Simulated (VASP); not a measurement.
# SnAu (P6_3/mmc) in VASP: a series of runs

Runs on SnAu. Level: LDA. Tasks: relaxation of cell and atoms, single point.

Everything below comes from runs of VASP 6.6.1. Logs are shortened: lines on timing, memory, paths and dates and some standing lists are left out, and cuts for length are marked.

### Step 1. The cell of the first run

The structure is hexagonal, space group P6_3/mmc (No. 194). The conventional cell has a = 4.314 Å, b = 4.314 Å, c = 5.512 Å, α = 90.00°, β = 90.00°, γ = 120.00°. Sn (site symmetry -6m2) has 6 Au at 2.85 Å and 6 Sn at 3.71 Å within 3.8 Å. Within 3.6 Å of Au (site symmetry -3m) lie 2 Au at 2.76 Å and 6 Sn at 2.85 Å.

### Step 2. Relaxation of cell and atoms, LDA

INCAR reads:

```
PREC = Accurate
ENCUT = 600
EDIFF = 1E-6
ISMEAR = 0
SIGMA = 0.1
LREAL = F
LASPH = T
NELM = 100
ALGO = Normal
ISIF = 3
LWAVE = F
LCHARG = F
GGA = CA
IBRION = 2
NSW = 100
EDIFFG = -0.005
```

KPOINTS reads:

```
Automatic mesh
0
Gamma
  12 12 8
```

POSCAR reads:

```
SnAu
1.0
    4.3139984447      0.0000000000      0.0000000000
   -2.1569992223      3.7360322450      0.0000000000
    0.0000000000      0.0000000000      5.5120000000
Sn Au
2 2
Direct
    0.3333333333      0.6666666667      0.2500000000
    0.6666666667      0.3333333333      0.7500000000
    0.0000000000      0.0000000000      0.0000000000
    0.0000000000      0.0000000000      0.5000000000
```

Potentials or basis: VASP PAW LDA potentials, release 64 (Sn_d, Au).

Run with:

```console
cat potpaw_LDA.64/Sn_d/POTCAR potpaw_LDA.64/Au/POTCAR > POTCAR
mpirun -np 1 vasp_std > vasp.out
```

OUTCAR:

```text
PREC = Accurate
   ENCUT = 600
   EDIFF = 1E-6
   ISMEAR = 0
   LREAL = F
   LASPH = T
   NELM = 100
   ISIF = 3
   GGA = CA
   IBRION = 2
   NSW = 100
   EDIFFG = -0.005

 ion  position               nearest neighbor table
   1  0.333  0.667  0.250-   3 2.85   4 2.85   3 2.85   4 2.85   3 2.85   4 2.85   2 3.71   2 3.71
                             2 3.71   2 3.71   2 3.71   2 3.71
   2  0.667  0.333  0.750-   3 2.85   4 2.85   3 2.85   4 2.85   3 2.85   4 2.85   1 3.71   1 3.71
                             1 3.71   1 3.71   1 3.71   1 3.71
   3  0.000  0.000  0.000-   4 2.76   4 2.76   1 2.85   2 2.85   1 2.85   2 2.85   2 2.85   1 2.85

   4  0.000  0.000  0.500-   3 2.76   3 2.76   1 2.85   2 2.85   1 2.85   2 2.85   2 2.85   1 2.85

  LATTYP: Found a hexagonal cell.
 ALAT       =     4.3139984447
 C/A-ratio  =     1.2777009706

  Lattice vectors:

 A1 = (   4.3139984447,   0.0000000000,   0.0000000000)
 A2 = (  -2.1569992223,   3.7360322450,   0.0000000000)
 A3 = (   0.0000000000,   0.0000000000,   5.5120000000)

Analysis of symmetry for initial positions (statically):
=====================================================================
 Subroutine PRICEL returns:
 Original cell was already a primitive cell.

 Routine SETGRP: Setting up the symmetry group for a
 hexagonal supercell.

 Subroutine GETGRP returns: Found 24 space group operations
 (whereof 12 operations were pure point group operations)
 out of a pool of 24 trial point group operations.

The static configuration has the point symmetry D_3d.
 The point group associated with its full space group is D_6h.

Analysis of symmetry for dynamics (positions and initial velocities):
=====================================================================
 Subroutine PRICEL returns:
 Original cell was already a primitive cell.

 Routine SETGRP: Setting up the symmetry group for a
 hexagonal supercell.

 Subroutine GETGRP returns: Found 24 space group operations
 (whereof 12 operations were pure point group operations)
 out of a pool of 24 trial point group operations.

The dynamic configuration has the point symmetry D_3d.
 The point group associated with its full space group is D_6h.

 Subroutine INISYM returns: Found 24 space group operations
 (whereof 12 operations are pure point group operations),
 and found     1 'primitive' translations

----------------------------------------------------------------------------------------

                                     Primitive cell

  volume of cell :      88.8382

  direct lattice vectors                    reciprocal lattice vectors
     4.313998445  0.000000000  0.000000000     0.231803514  0.133831821  0.000000000
    -2.156999222  3.736032245  0.000000000     0.000000000  0.267663643  0.000000000
     0.000000000  0.000000000  5.512000000     0.000000000  0.000000000  0.181422351

  length of vectors
     4.313998445  4.313998445  5.512000000     0.267663643  0.267663643  0.181422351

  position of ions in fractional coordinates (direct lattice)
     0.333333333  0.666666667  0.250000000
     0.666666667  0.333333333  0.750000000
     0.000000000  0.000000000  0.000000000
     0.000000000  0.000000000  0.500000000

  ion indices of the primitive-cell ions
   primitive index   ion index
                 1           1
                 2           2
                 3           3
                 4           4

----------------------------------------------------------------------------------------

 KPOINTS: Automatic mesh

Automatic generation of k-mesh.
 Grid dimensions read from file:
 generate k-points for:   12   12    8

 Generating k-lattice:

  Cartesian coordinates                     Fractional coordinates (reciprocal lattice)
     0.019316960  0.011152652  0.000000000     0.083333333 -0.000000000  0.000000000
     0.000000000  0.022305304  0.000000000     0.000000000  0.083333333  0.000000000
     0.000000000  0.000000000  0.022677794     0.000000000  0.000000000  0.125000000

  Length of vectors
     0.022305304  0.022305304  0.022677794

  Shift w.r.t. Gamma in fractional coordinates (k-lattice)
     0.000000000  0.000000000  0.000000000

 Subroutine IBZKPT returns following result:
 ===========================================

 Found     95 irreducible k-points:

 Following reciprocal coordinates:
            Coordinates               Weight
  0.000000  0.000000  0.000000      1.000000
  0.083333  0.000000  0.000000      6.000000
  0.166667  0.000000  0.000000      6.000000
  0.250000  0.000000  0.000000      6.000000
  0.333333  0.000000  0.000000      6.000000
  0.416667  0.000000  0.000000      6.000000
[... 16 lines left out ...]
  0.250000  0.000000  0.125000     12.000000
  0.333333  0.000000  0.125000     12.000000
 [... further k-points ...]
   k-points           NKPTS =     95   k-points in BZ     NKDIM =     95   number of bands    NBANDS=     30
   number of dos      NEDOS =    301   number of ions     NIONS =      4
   total plane-waves  NPLWV =  62208
   dimension x,y,z NGX =    36 NGY =   36 NGZ =   48
   dimension x,y,z NGXF=    72 NGYF=   72 NGZF=   96
   ions per type =               2   2
   NGX,Y,Z   is equivalent  to a cutoff of  13.87, 13.87, 14.48 a.u.
   NGXF,Y,Z  is equivalent  to a cutoff of  27.75, 27.75, 28.95 a.u.
 SYSTEM =  unknown system
   PREC   = accura    normal or accurate (medium, high low for compatibility)
   ISTART =      0    job   : 0-new  1-cont  2-samecut
   ICHARG =      2    charge: 1-file 2-atom 10-const
   ISPIN  =      1    spin polarized calculation?
   LNONCOLLINEAR =      F non collinear calculations
   LSORBIT =      F    spin-orbit coupling
   LASPH  =      T    aspherical Exc in radial PAW
   ENCUT  =  600.0 eV  44.10 Ry    6.64 a.u.   8.62  8.62 11.01*2*pi/ulx,y,z
   NELM   =    100;   NELMIN=  2; NELMDL= -5     # of ELM steps
   EDIFF  = 0.1E-05   stopping-criterion for ELM
   LREAL  =      F    real-space projection
   EDIFFG = -.5E-02   stopping-criterion for IOM
   NSW    =    100    number of steps for IOM
   IBRION =      2    ionic relax: 0-MD 1-quasi-New 2-CG
   NFREE  =      1    steps in history (QN), initial steepest desc. (CG)
   ISIF   =      3    stress and relaxation
   ISYM   =      2    0-nonsym 1-usesym 2-fastsym
   POTIM  = 0.5000    time-step for ionic-motion
   TEBEG  =    0.0;   TEEND  =   0.0 temperature during run
   PSTRESS=    0.0 pullay stress
   NELECT =      50.0000    total number of electrons
   NUPDOWN=      -1.0000    fix difference up-down
   EMIN   =  10.00;   EMAX   =-10.00  energy-range for DOS
   EFERMI =   0.00;   METHOD = LEGACY
   ISMEAR =     0;   SIGMA  =   0.10  broadening in eV -4-tet -1-fermi 0-gaus
   EFERMI_NEDOS =   21; number of points for ismear=-14 and -15
   IALGO  =     38    algorithm
   IMIX   =      4    mixing-type and parameters
     AMIX     =   0.40;   BMIX     =  1.00
     AMIX_MAG =   1.60;   BMIX_MAG =  1.00
  volume/ion in A,a.u.               =      22.21       149.88
  Fermi-wavevector in a.u.,A,eV,Ry     =   1.351652  2.554252 24.857343  1.826963
  Thomas-Fermi vector in A             =   2.479056
   LORBIT       =      0    0 simple, 1 ext, 2 COOP (PROOUT), +10 PAW based schemes
   GGA     = CA    functional components
   LHFCALC =     F    Hartree Fock is set to
   AEXX    =    0.0000 exact exchange contribution
   IVDW    =     0    specifies the selected vdW correction
   LEPSILON=     F    determine dielectric tensor
   LRPA    =     F    only Hartree local field effects (RPA)
 conjugate gradient relaxation of ions
 non-spin polarized calculation
 Gauss-broadening in eV      SIGMA  =   0.10
  energy-cutoff  :      600.00
  volume of cell :       88.84
 maximum number of plane-waves:      3000
 NGX is ok and might be reduce to    36
   NGX = 17   NGY = 17   NGZ = 23

--------------------------------------- Ionic step        1  -------------------------------------------

 number of electron      50.0000008 magnetization

 Free energy of the ion-electron system (eV)
  ---------------------------------------------------
  ext. energy  EPLUGINS =         0.00000000
  ---------------------------------------------------
  free energy    TOTEN  =       -18.66304191 eV

  energy without entropy =      -18.65586262  energy(sigma->0) =      -18.65945227

------------------------ aborting loop because EDIFF is reached ----------------------------------------

  FORCE on cell =-STRESS in cart. coord.  units (eV):
  Direction    XX          YY          ZZ          XY          YZ          ZX
  --------------------------------------------------------------------------------------
  -------------------------------------------------------------------------------------
  Total       -0.4797127     -0.4797127     -0.3297758     -0.0000000      0.0000000      0.0000000
  in kB       -8.6515108     -8.6515108     -5.9474327     -0.0000000      0.0000000      0.0000000
  external PRESSURE =      -7.7501514 kB  Pullay stress =       0.0000000 kB
[... 95 lines left out ...]
  FREE ENERGIE OF THE ION-ELECTRON SYSTEM (eV)
  ---------------------------------------------------
  free  energy   TOTEN  =       -18.6647780546 eV

  energy  without entropy=      -18.6574654530  energy(sigma->0) =      -18.66112175

[... ionic steps 4 to 9 ...]

--------------------------------------- Ionic step       10  -------------------------------------------

 number of electron      50.0000010 magnetization

------------------------ aborting loop because EDIFF is reached ----------------------------------------

  FORCE on cell =-STRESS in cart. coord.  units (eV):
  Direction    XX          YY          ZZ          XY          YZ          ZX
  --------------------------------------------------------------------------------------
  -------------------------------------------------------------------------------------
  Total        0.0158321      0.0158321      0.0246762      0.0000000     -0.0000000      0.0000000
  in kB        0.2879677      0.2879677      0.4488323      0.0000000     -0.0000000      0.0000000
  external PRESSURE =       0.3415893 kB  Pullay stress =       0.0000000 kB
[... 61 lines left out ...]
  energy  without entropy=      -18.6576198590  energy(sigma->0) =      -18.66128823

--------------------------------------- Ionic step       12  -------------------------------------------

 number of electron      50.0000010 magnetization

 Free energy of the ion-electron system (eV)
  ---------------------------------------------------
  ext. energy  EPLUGINS =         0.00000000
  ---------------------------------------------------
  free energy    TOTEN  =       -18.66495971 eV

  energy without entropy =      -18.65761944  energy(sigma->0) =      -18.66128957

 E-fermi :   8.6222     XC(G=0): -11.4330

 val. band max:        8.6116447614   @ k =   0.0833   0.0833   0.0000
 cond. band min:       8.6371702366   @ k =   0.2500   0.0000   0.2500
 fundamental gap:      0.0255254751
 Fermi energy:         8.6222191647

 k-point     1 :       0.0000    0.0000    0.0000
  band No.  band energies     occupation
      1     -12.9216      2.00000
      2     -12.9216      2.00000
      3     -12.8997      2.00000
      4     -12.8997      2.00000
      5     -12.8918      2.00000
      6     -12.8918      2.00000
[... 781 lines left out ...]
     29      12.5013      0.00000
     30      12.9120      0.00000

 [... further k-points ...]
[... 5 lines left out ...]
  --------------------------------------------------------------------------------------
  -------------------------------------------------------------------------------------
  Total       -0.0007633     -0.0007633      0.0006692     -0.0000000     -0.0000000     -0.0000000
  in kB       -0.0138773     -0.0138773      0.0121667     -0.0000000     -0.0000000     -0.0000000
  external PRESSURE =      -0.0051960 kB  Pullay stress =       0.0000000 kB
[... 19 lines left out ...]
  FREE ENERGIE OF THE ION-ELECTRON SYSTEM (eV)
  ---------------------------------------------------
  free  energy   TOTEN  =       -18.6649597104 eV

  energy  without entropy=      -18.6576194379  energy(sigma->0) =      -18.66128957

 reached required accuracy - stopping structural energy minimisation
```

It took 16 min on 1 thread of Intel Xeon Platinum 8259CL at 2.50GHz (Skylake/Cascade Lake), shared host; peak memory 0.4 GiB.

What came out:

| Property | Result |
| --- | --- |
| Free energy | -18.6650 eV |
| Relaxed volume | 22.03 Å³/atom |
| Relaxed cell | a = 4.296 Å, b = 4.296 Å, c = 5.513 Å, α = 90.00°, β = 90.00°, γ = 120.00° |
| Space group after relaxing (to 0.05 Å) | P6_3/mmc (No. 194) |
| Energy gained by relaxing | 0.5 meV/atom |
| Ionic steps | 12 |
| Pressure after relaxing | 0.0 GPa |
| Band gap on the k mesh | zero (band 25 reaches 11.22 eV, above the bottom of band 26 at 6.31 eV) |

The path:
```
step  energy change (eV)  largest force (eV/Å)  pressure (GPa)  volume (Å³)
   1              0.0000                0.0000           -0.78        88.84
   2             -0.0002                0.0000            0.78        87.46
   3             -0.0017                0.0000           -0.01        88.12
   4             -0.0017                0.0000            0.05        88.10
   5             -0.0019                0.0000            0.05        88.09
   6             -0.0019                0.0000            0.04        88.08
   7             -0.0019                0.0000            0.03        88.08
   8             -0.0019                0.0000            0.03        88.09
   9             -0.0019                0.0000            0.03        88.09
  10             -0.0019                0.0000            0.03        88.09
  11             -0.0019                0.0000           -0.06        88.15
  12             -0.0019                0.0000            0.00        88.12
```

Final structure:
```
Sn Au
1.0
     4.29624    0.00000    0.00000
    -2.14812    3.72065    0.00000
     0.00000    0.00000    5.51285
Sn Au
2 2
Direct
  0.33333 0.66667 0.25000
  0.66667 0.33333 0.75000
  0.00000 0.00000 0.00000
  0.00000 0.00000 0.50000
```

Caveat: spin-orbit coupling is left out, which moves the levels of the heavy elements. Zero-point motion and thermal expansion aren't in these numbers.

### Step 3. Single point, LDA

This run uses another cell than the first one, of 21.98 Å³/atom, 0.990 times its volume.

INCAR reads:

```
SYSTEM = SnAu
PREC = Accurate
ENCUT = 520
EDIFF = 1E-6
ISMEAR = -1
SIGMA = 0.15
LREAL = .FALSE.
LASPH = .TRUE.
NELM = 60
ALGO = Fast
ISIF = 2
LWAVE = .FALSE.
LCHARG = .FALSE.
GGA = CA
NBANDS = 33
```

KPOINTS reads:

```
regular mesh
0
G
  12 12 8
  0 0 0
```

POSCAR reads:

```
SnAu
1.0
    4.2928175612      0.0000000000      0.0000000000
   -2.1464087806      3.7176890619      0.0000000000
    0.0000000000      0.0000000000      5.5084597352
Sn Au
2 2
Direct
    0.3333333333      0.6666666667      0.2500000000
    0.6666666667      0.3333333333      0.7500000000
    0.0000000000      0.0000000000      0.0000000000
    0.0000000000      0.0000000000      0.5000000000
```

Potentials or basis: VASP PAW LDA potentials, release 64 (Sn_d, Au).

Run with:

```console
cat potpaw_LDA.64/Sn_d/POTCAR potpaw_LDA.64/Au/POTCAR > POTCAR
mpirun -np 1 vasp_std > vasp.out
```

OUTCAR:

```text
SYSTEM = SnAu
   PREC = Accurate
   ENCUT = 520
   EDIFF = 1E-6
   ISMEAR = -1
   LREAL = .FALSE.
   LASPH = .TRUE.
   NELM = 60
   ISIF = 2
   GGA = CA

 ion  position               nearest neighbor table
   1  0.333  0.667  0.250-   3 2.84   4 2.84   3 2.84   4 2.84   3 2.84   4 2.84   2 3.71   2 3.71
                             2 3.71   2 3.71   2 3.71   2 3.71
   2  0.667  0.333  0.750-   3 2.84   4 2.84   3 2.84   4 2.84   3 2.84   4 2.84   1 3.71   1 3.71
                             1 3.71   1 3.71   1 3.71   1 3.71
   3  0.000  0.000  0.000-   4 2.75   4 2.75   1 2.84   2 2.84   2 2.84   1 2.84   2 2.84   1 2.84

   4  0.000  0.000  0.500-   3 2.75   3 2.75   1 2.84   2 2.84   2 2.84   1 2.84   2 2.84   1 2.84
[... 1070 lines left out ...]
  -------------------------------------------------------------------------------------
  Total        0.0626459      0.0626459      0.0984298      0.0000000      0.0000000     -0.0000000
  in kB        1.1417154      1.1417154      1.7938726      0.0000000      0.0000000     -0.0000000
  external PRESSURE =       1.3591011 kB  Pullay stress =       0.0000000 kB

 VOLUME and BASIS-vectors are now :
 -----------------------------------------------------------------------------
  energy-cutoff  :      520.00
  volume of cell :       87.91
      direct lattice vectors                 reciprocal lattice vectors
     4.292817561  0.000000000  0.000000000     0.232947239  0.134492151  0.000000000
    -2.146408781  3.717689062  0.000000000     0.000000000  0.268984303  0.000000000
     0.000000000  0.000000000  5.508459735     0.000000000  0.000000000  0.181538951

 POSITION                                       TOTAL-FORCE (eV/Angst)
 -----------------------------------------------------------------------------------
     -0.00000      2.47846      1.37711        -0.000000      0.000000      0.000000
      2.14641      1.23923      4.13134         0.000000     -0.000000      0.000000
      0.00000      0.00000      0.00000         0.000000      0.000000      0.000000
      0.00000      0.00000      2.75423         0.000000      0.000000      0.000000
 -----------------------------------------------------------------------------------
    total drift:                               -0.000000      0.000000     -0.000000

  FREE ENERGIE OF THE ION-ELECTRON SYSTEM (eV)
  ---------------------------------------------------
  free  energy   TOTEN  =       -18.7114940430 eV

  energy  without entropy=      -18.6105178903  energy(sigma->0) =      -18.66100597
```

Wall time 4.3 min (1 thread of Intel Xeon Platinum 8175M at 2.50GHz (Skylake/Cascade Lake), shared host); peak memory 0.34 GiB.

What came out:

| Quantity | Value |
| --- | --- |
| Free energy | -18.7115 eV |
| Pressure | 0.1 GPa |
| Band gap on the k mesh | zero (band 25 reaches 11.26 eV, above the bottom of band 26 at 6.34 eV) |

Levels at points of the mesh, in eV from the Fermi level:
| k point | band 21 | band 22 | band 23 | band 24 | band 25 | band 26 | band 27 | band 28 | band 29 | band 30 |
| --- | --- | --- | --- | --- | --- | --- | --- | --- | --- | --- |
| (0.00, 0.00, 0.00) | -3.87 | -3.87 | -0.90 | 0.88 | 0.88 | 2.92 | 3.15 | 3.41 | 3.41 | 4.14 |
| (0.50, 0.00, 0.00) | -3.94 | -3.86 | -2.23 | -1.95 | -1.91 | -1.11 | 0.80 | 3.73 | 4.80 | 4.90 |
| (0.00, 0.00, 0.50) | -4.95 | -4.95 | 0.08 | 0.08 | 2.61 | 2.61 | 2.61 | 2.61 | 4.81 | 4.81 |
| (0.50, 0.00, 0.50) | -4.55 | -4.55 | -3.98 | -3.98 | 0.56 | 0.56 | 1.72 | 1.72 | 4.80 | 4.80 |

Caveat: spin-orbit coupling is left out, which moves the levels of the heavy elements.
